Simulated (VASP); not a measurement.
# InSb (P6_3/mmc) in VASP: further runs

The runs below take InSb through relaxation of cell and atoms, with PBE, r2SCAN.

Everything below comes from runs of VASP 6.6.1. Logs are shortened: lines on timing, memory, paths and dates and some standing lists are left out, and cuts for length are marked.

### Step 1. The cell of the first run

The structure is hexagonal, space group P6_3/mmc (No. 194). The conventional cell has a = 4.821 Å, b = 4.821 Å, c = 6.025 Å, α = 90.00°, β = 90.00°, γ = 120.00°. Within 3.7 Å of In (site symmetry -6m2) lie 5 Sb at 2.78 to 3.01 Å. Within 3.7 Å of Sb (site symmetry -6m2) lie 5 In at 2.78 to 3.01 Å.

### Step 2. Relaxation of cell and atoms, PBE

INCAR reads:

```
ALGO = Normal ; EDIFF = 1E-6
EDIFFG = -0.005 ; ENCUT = 600
GGA = PE ; IBRION = 2
ISIF = 3 ; ISMEAR = -1
LASPH = T ; LCHARG = F
LREAL = F ; LWAVE = F
NELM = 100 ; NSW = 80
PREC = Accurate ; SIGMA = 0.02
```

KPOINTS reads:

```
k-points
0
Gamma
  6 6 4
```

POSCAR reads:

```
InSb
1.0
    4.8206314581      0.0000000000      0.0000000000
   -2.4103157291      4.1747893050      0.0000000000
    0.0000000000      0.0000000000      6.0254691000
In Sb
2 2
Direct
    0.3333333333      0.6666666667      0.2500000000
    0.6666666667      0.3333333333      0.7500000000
    0.6666666667      0.3333333333      0.2500000000
    0.3333333333      0.6666666667      0.7500000000
```

Potentials or basis: VASP PAW PBE potentials, release 64 (In_d, Sb).

Command:

```sh
cat potpaw_PBE.64/In_d/POTCAR potpaw_PBE.64/Sb/POTCAR > POTCAR
mpirun -np 1 vasp_std > vasp.out
```

OUTCAR:

```text
EDIFF = 1E-6
   EDIFFG = -0.005
   ENCUT = 600
   GGA = PE
   IBRION = 2
   ISIF = 3
   ISMEAR = -1
   LASPH = T
   LREAL = F
   NELM = 100
   NSW = 80
   PREC = Accurate

 ion  position               nearest neighbor table
   1  0.333  0.667  0.250-   3 2.78   3 2.78   3 2.78   4 3.01   4 3.01
   2  0.667  0.333  0.750-   4 2.78   4 2.78   4 2.78   3 3.01   3 3.01
   3  0.667  0.333  0.250-   1 2.78   1 2.78   1 2.78   2 3.01   2 3.01
   4  0.333  0.667  0.750-   2 2.78   2 2.78   2 2.78   1 3.01   1 3.01

  LATTYP: Found a hexagonal cell.
 ALAT       =     4.8206314581
 C/A-ratio  =     1.2499335725

  Lattice vectors:

 A1 = (   4.8206314581,   0.0000000000,   0.0000000000)
 A2 = (  -2.4103157291,   4.1747893050,   0.0000000000)
 A3 = (   0.0000000000,   0.0000000000,   6.0254691000)

Analysis of symmetry for initial positions (statically):
=====================================================================
 Subroutine PRICEL returns:
 Original cell was already a primitive cell.

 Routine SETGRP: Setting up the symmetry group for a
 hexagonal supercell.

 Subroutine GETGRP returns: Found 24 space group operations
 (whereof 12 operations were pure point group operations)
 out of a pool of 24 trial point group operations.

The static configuration has the point symmetry D_3d.
 The point group associated with its full space group is D_6h.

Analysis of symmetry for dynamics (positions and initial velocities):
=====================================================================
 Subroutine PRICEL returns:
 Original cell was already a primitive cell.

 Routine SETGRP: Setting up the symmetry group for a
 hexagonal supercell.

 Subroutine GETGRP returns: Found 24 space group operations
 (whereof 12 operations were pure point group operations)
 out of a pool of 24 trial point group operations.

The dynamic configuration has the point symmetry D_3d.
 The point group associated with its full space group is D_6h.

 Subroutine INISYM returns: Found 24 space group operations
 (whereof 12 operations are pure point group operations),
 and found     1 'primitive' translations

----------------------------------------------------------------------------------------

                                     Primitive cell

  volume of cell :     121.2633

  direct lattice vectors                    reciprocal lattice vectors
     4.820631458  0.000000000  0.000000000     0.207441703  0.119766523  0.000000000
    -2.410315729  4.174789305  0.000000000     0.000000000  0.239533046  0.000000000
     0.000000000  0.000000000  6.025469100     0.000000000  0.000000000  0.165962182

  length of vectors
     4.820631458  4.820631458  6.025469100     0.239533046  0.239533046  0.165962182

  position of ions in fractional coordinates (direct lattice)
     0.333333333  0.666666667  0.250000000
     0.666666667  0.333333333  0.750000000
     0.666666667  0.333333333  0.250000000
     0.333333333  0.666666667  0.750000000

  ion indices of the primitive-cell ions
   primitive index   ion index
                 1           1
                 2           2
                 3           3
                 4           4

----------------------------------------------------------------------------------------

 KPOINTS: k-points

Automatic generation of k-mesh.
 Grid dimensions read from file:
 generate k-points for:    6    6    4

 Generating k-lattice:

  Cartesian coordinates                     Fractional coordinates (reciprocal lattice)
     0.034573617  0.019961087  0.000000000     0.166666667  0.000000000  0.000000000
     0.000000000  0.039922174  0.000000000     0.000000000  0.166666667  0.000000000
     0.000000000  0.000000000  0.041490546     0.000000000  0.000000000  0.250000000

  Length of vectors
     0.039922174  0.039922174  0.041490546

  Shift w.r.t. Gamma in fractional coordinates (k-lattice)
     0.000000000  0.000000000  0.000000000

 Subroutine IBZKPT returns following result:
 ===========================================

 Found     21 irreducible k-points:

 Following reciprocal coordinates:
            Coordinates               Weight
  0.000000  0.000000  0.000000      1.000000
  0.166667  0.000000  0.000000      6.000000
  0.333333  0.000000  0.000000      6.000000
  0.500000  0.000000  0.000000      3.000000
  0.166667  0.166667  0.000000      6.000000
  0.333333  0.166667  0.000000     12.000000
[... 13 lines left out ...]
  0.333333  0.166667  0.500000     12.000000
  0.333333  0.333333  0.500000      2.000000
   k-points           NKPTS =     21   k-points in BZ     NKDIM =     21   number of bands    NBANDS=     22
   number of dos      NEDOS =    301   number of ions     NIONS =      4
   total plane-waves  NPLWV =  76800
   dimension x,y,z NGX =    40 NGY =   40 NGZ =   48
   dimension x,y,z NGXF=    80 NGYF=   80 NGZF=   96
   ions per type =               2   2
   NGX,Y,Z   is equivalent  to a cutoff of  13.79, 13.79, 13.24 a.u.
   NGXF,Y,Z  is equivalent  to a cutoff of  27.59, 27.59, 26.49 a.u.
 SYSTEM =  unknown system
   PREC   = accura    normal or accurate (medium, high low for compatibility)
   ISTART =      0    job   : 0-new  1-cont  2-samecut
   ICHARG =      2    charge: 1-file 2-atom 10-const
   ISPIN  =      1    spin polarized calculation?
   LNONCOLLINEAR =      F non collinear calculations
   LSORBIT =      F    spin-orbit coupling
   LASPH  =      T    aspherical Exc in radial PAW
   ENCUT  =  600.0 eV  44.10 Ry    6.64 a.u.   9.63  9.63 12.03*2*pi/ulx,y,z
   NELM   =    100;   NELMIN=  2; NELMDL= -5     # of ELM steps
   EDIFF  = 0.1E-05   stopping-criterion for ELM
   LREAL  =      F    real-space projection
   EDIFFG = -.5E-02   stopping-criterion for IOM
   NSW    =     80    number of steps for IOM
   IBRION =      2    ionic relax: 0-MD 1-quasi-New 2-CG
   NFREE  =      1    steps in history (QN), initial steepest desc. (CG)
   ISIF   =      3    stress and relaxation
   ISYM   =      2    0-nonsym 1-usesym 2-fastsym
   POTIM  = 0.5000    time-step for ionic-motion
   TEBEG  =    0.0;   TEEND  =   0.0 temperature during run
   PSTRESS=    0.0 pullay stress
   NELECT =      36.0000    total number of electrons
   NUPDOWN=      -1.0000    fix difference up-down
   EMIN   =  10.00;   EMAX   =-10.00  energy-range for DOS
   EFERMI =   0.00;   METHOD = LEGACY
   ISMEAR =    -1;   SIGMA  =   0.02  broadening in eV -4-tet -1-fermi 0-gaus
   EFERMI_NEDOS =   21; number of points for ismear=-14 and -15
   IALGO  =     38    algorithm
   IMIX   =      4    mixing-type and parameters
     AMIX     =   0.40;   BMIX     =  1.00
     AMIX_MAG =   1.60;   BMIX_MAG =  1.00
  volume/ion in A,a.u.               =      30.32       204.58
  Fermi-wavevector in a.u.,A,eV,Ry     =   1.092109  2.063786 16.227689  1.192701
  Thomas-Fermi vector in A             =   2.228368
   LORBIT       =      0    0 simple, 1 ext, 2 COOP (PROOUT), +10 PAW based schemes
   GGA     = PE    functional components
   LHFCALC =     F    Hartree Fock is set to
   AEXX    =    0.0000 exact exchange contribution
   IVDW    =     0    specifies the selected vdW correction
   LEPSILON=     F    determine dielectric tensor
   LRPA    =     F    only Hartree local field effects (RPA)
 conjugate gradient relaxation of ions
 non-spin polarized calculation
  energy-cutoff  :      600.00
  volume of cell :      121.26
 maximum number of plane-waves:      4081
 NGX is ok and might be reduce to    40
   NGX = 19   NGY = 19   NGZ = 25

--------------------------------------- Ionic step        1  -------------------------------------------

 number of electron      36.0000012 magnetization

 Free energy of the ion-electron system (eV)
  ---------------------------------------------------
  ext. energy  EPLUGINS =         0.00000000
  ---------------------------------------------------
  free energy    TOTEN  =       -12.68413975 eV

  energy without entropy =      -12.68063084  energy(sigma->0) =      -12.68238529

 E-fermi :   6.3367     XC(G=0):  -9.2415

 val. band max:        6.2808583226   @ k =   0.3333   0.0000   0.2500
 cond. band min:       6.3407617894   @ k =   0.1667   0.1667   0.2500
 fundamental gap:      0.0599034668
 Fermi energy:         6.3366797048

 k-point     1 :       0.0000    0.0000    0.0000
  band No.  band energies     occupation
      1      -8.5611      2.00000
      2      -8.4228      2.00000
      3      -8.4228      2.00000
      4      -8.4219      2.00000
      5      -8.4219      2.00000
      6      -8.3810      2.00000
[... 14 lines left out ...]
     21       8.4386      0.00000
     22       8.4386      0.00000

 k-point     2 :       0.1667    0.0000    0.0000
  band No.  band energies     occupation
      1      -8.5583      2.00000
      2      -8.4359      2.00000
      3      -8.4178      2.00000
      4      -8.4134      2.00000
      5      -8.4109      2.00000
      6      -8.3780      2.00000
[... 14 lines left out ...]
     21       8.5123      0.00000
     22       9.1116      0.00000
[... 668 lines left out ...]
  FORCE on cell =-STRESS in cart. coord.  units (eV):
  Direction    XX          YY          ZZ          XY          YZ          ZX
  --------------------------------------------------------------------------------------
  -------------------------------------------------------------------------------------
  Total       -0.0438338     -0.0438338     -0.0408038      0.0000000      0.0000000      0.0000000
  in kB       -0.4990292     -0.4990292     -0.4645342      0.0000000      0.0000000      0.0000000
  external PRESSURE =      -0.4875309 kB  Pullay stress =       0.0000000 kB

 VOLUME and BASIS-vectors are now :
 -----------------------------------------------------------------------------
  energy-cutoff  :      600.00
  volume of cell :      140.73
      direct lattice vectors                 reciprocal lattice vectors
     5.109677337 -0.000000000  0.000000000     0.195707074  0.112991532  0.000000000
    -2.554838668  4.425110379  0.000000000     0.000000000  0.225983064  0.000000000
    -0.000000000 -0.000000000  6.224093331    -0.000000000 -0.000000000  0.160665971

 POSITION                                       TOTAL-FORCE (eV/Angst)
 -----------------------------------------------------------------------------------
     -0.00000      2.95007      1.55602         0.000000     -0.000000      0.000000
      2.55484      1.47504      4.66807        -0.000000      0.000000      0.000000
      2.55484      1.47504      1.55602         0.000000     -0.000000     -0.000000
     -0.00000      2.95007      4.66807        -0.000000      0.000000      0.000000
 -----------------------------------------------------------------------------------
    total drift:                               -0.000000      0.000000      0.000000

  FREE ENERGIE OF THE ION-ELECTRON SYSTEM (eV)
  ---------------------------------------------------
  free  energy   TOTEN  =       -13.0912913892 eV

  energy  without entropy=      -13.0858958378  energy(sigma->0) =      -13.08859361

--------------------------------------- Ionic step        7  -------------------------------------------

 number of electron      35.9999995 magnetization

 Free energy of the ion-electron system (eV)
  ---------------------------------------------------
  ext. energy  EPLUGINS =         0.00000000
  ---------------------------------------------------
  free energy    TOTEN  =       -13.09131966 eV

  energy without entropy =      -13.08592878  energy(sigma->0) =      -13.08862422

 E-fermi :   4.7466     XC(G=0):  -8.5942

 val. band max:        4.7346658242   @ k =   0.0000   0.0000   0.0000
 cond. band min:       4.7466268506   @ k =   0.3333   0.0000   0.2500
 fundamental gap:      0.0119610265
 Fermi energy:         4.7466183920

 k-point     1 :       0.0000    0.0000    0.0000
  band No.  band energies     occupation
      1      -9.7999      2.00000
      2      -9.7012      2.00000
      3      -9.7012      2.00000
      4      -9.7004      2.00000
      5      -9.7004      2.00000
      6      -9.6940      2.00000
[... 14 lines left out ...]
     21       6.9629      0.00000
     22       6.9629      0.00000

 k-point     2 :       0.1667    0.0000    0.0000
  band No.  band energies     occupation
      1      -9.7968      2.00000
      2      -9.7120      2.00000
      3      -9.6993      2.00000
      4      -9.6974      2.00000
      5      -9.6945      2.00000
      6      -9.6887      2.00000
[... 14 lines left out ...]
     21       6.9228      0.00000
     22       7.5141      0.00000
[... 478 lines left out ...]
  FORCE on cell =-STRESS in cart. coord.  units (eV):
  Direction    XX          YY          ZZ          XY          YZ          ZX
  --------------------------------------------------------------------------------------
  -------------------------------------------------------------------------------------
  Total        0.0161193      0.0161193      0.0114266     -0.0000000      0.0000000      0.0000000
  in kB        0.1838053      0.1838053      0.1302949     -0.0000000      0.0000000      0.0000000
  external PRESSURE =       0.1659685 kB  Pullay stress =       0.0000000 kB

 VOLUME and BASIS-vectors are now :
 -----------------------------------------------------------------------------
  energy-cutoff  :      600.00
  volume of cell :      140.51
      direct lattice vectors                 reciprocal lattice vectors
     5.106719278 -0.000000000  0.000000000     0.195820437  0.113056982 -0.000000000
    -2.553359639  4.422548625  0.000000000     0.000000000  0.226113964  0.000000000
     0.000000000 -0.000000000  6.221348081    -0.000000000 -0.000000000  0.160736867

 POSITION                                       TOTAL-FORCE (eV/Angst)
 -----------------------------------------------------------------------------------
     -0.00000      2.94837      1.55534         0.000000      0.000000      0.000000
      2.55336      1.47418      4.66601        -0.000000     -0.000000     -0.000000
      2.55336      1.47418      1.55534        -0.000000     -0.000000     -0.000000
     -0.00000      2.94837      4.66601         0.000000      0.000000      0.000000
 -----------------------------------------------------------------------------------
    total drift:                               -0.000000      0.000000      0.000000

  FREE ENERGIE OF THE ION-ELECTRON SYSTEM (eV)
  ---------------------------------------------------
  free  energy   TOTEN  =       -13.0913196554 eV

  energy  without entropy=      -13.0859287796  energy(sigma->0) =      -13.08862422

 reached required accuracy - stopping structural energy minimisation
```

Wall time 8.6 min (1 thread of Intel Xeon 8259CL, shared host); peak memory 0.31 GiB.

What came out:

- Free energy: -13.0913 eV
- Relaxed volume: 35.13 Å³/atom
- Relaxed cell: a = 5.107 Å, b = 5.107 Å, c = 6.221 Å, α = 90.00°, β = 90.00°, γ = 120.00°
- Space group after relaxing (to 0.1 Å): P6_3/mmc (No. 194)
- Energy gained by relaxing: 101.8 meV/atom
- Ionic steps: 7
- Pressure after relaxing: 0.0 GPa
- Band gap on the k mesh: zero (bands 18 and 19 overlap by 1.16 eV)

The path:
```
step  energy change (eV)  largest force (eV/Å)  pressure (GPa)  volume (Å³)
   1              0.0000                0.0000            7.58       121.26
   2             -0.3611                0.0000           -1.72       148.22
   3             -0.4032                0.0000            0.00       140.46
   4             -0.4032                0.0000           -0.10       140.87
   5             -0.4067                0.0000           -0.07       140.78
   6             -0.4072                0.0000           -0.05       140.73
   7             -0.4072                0.0000            0.02       140.51
```

Final structure:
```
In Sb
1.0
     5.10672    0.00000    0.00000
    -2.55336    4.42255    0.00000
     0.00000    0.00000    6.22135
In Sb
2 2
Cartesian
  0.0000 2.9484 1.5553
  2.5534 1.4742 4.6660
  2.5534 1.4742 1.5553
  0.0000 2.9484 4.6660
```

Levels at points of the mesh, in eV from the Fermi level:
```
           k point  band 16  band 17  band 18  band 19  band 20  band 21
(0.00, 0.00, 0.00)    -1.97    -0.72    -0.18    -0.18    -0.01     2.22
(0.50, 0.00, 0.00)    -2.85    -1.77    -0.79    -0.62     1.97     4.70
(0.00, 0.00, 0.50)    -1.18    -1.18    -1.18     0.40     0.40     2.80
(0.50, 0.00, 0.50)    -2.00    -0.34    -0.34     1.43     1.43     2.76
```

Caveat: the volume moved by over 15 % at a fixed basis, so the end points are rough; spin-orbit coupling is left out, which moves the levels of the heavy elements.

(Continued in part 2 of 2.)
